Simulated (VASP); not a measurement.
B, 12 atoms in the cell. The structure is trigonal, space group R-3m (No. 166). Conventional cell: a = 4.841 Å, b = 4.841 Å, c = 12.393 Å, α = 90.00°, β = 90.00°, γ = 120.00°. B (site symmetry m) has 6 B at 1.66 to 1.78 Å within 2.2 Å. B (site symmetry m) has 7 B at 1.76 to 1.98 Å within 2.3 Å. 

```yaml
Program: VASP 6.6.1
Task: single point
Functional: LDA
Potentials_or_basis: VASP PAW LDA potentials, release 64 (B)
Cutoff: 520 eV
k_mesh: 8 × 8 × 8
Occupations: gaussian, width 0.05 eV
Spin: no spin polarisation
Dipole_correction: no
Further_INCAR_settings: ALGO = Normal; EDIFF = 1e-06; NBANDS = 30
```

Potentials or basis: VASP PAW LDA potentials, release 64 (B).

Run with:

```sh
$ cat potpaw_LDA.64/B/POTCAR > POTCAR
$ mpirun -np 1 vasp_std > vasp.out
```

Hardware: 1 thread of Intel(R) Xeon(R) 6975P-C (Granite Rapids), on a shared host.

Problem. Estimate the wall time of this run.

Solution. It took 74 s on 1 thread of Intel(R) Xeon(R) 6975P-C (Granite Rapids), with other jobs on the host, peak memory 0.24 GiB. Counts: scf iterations 14, k points 65.
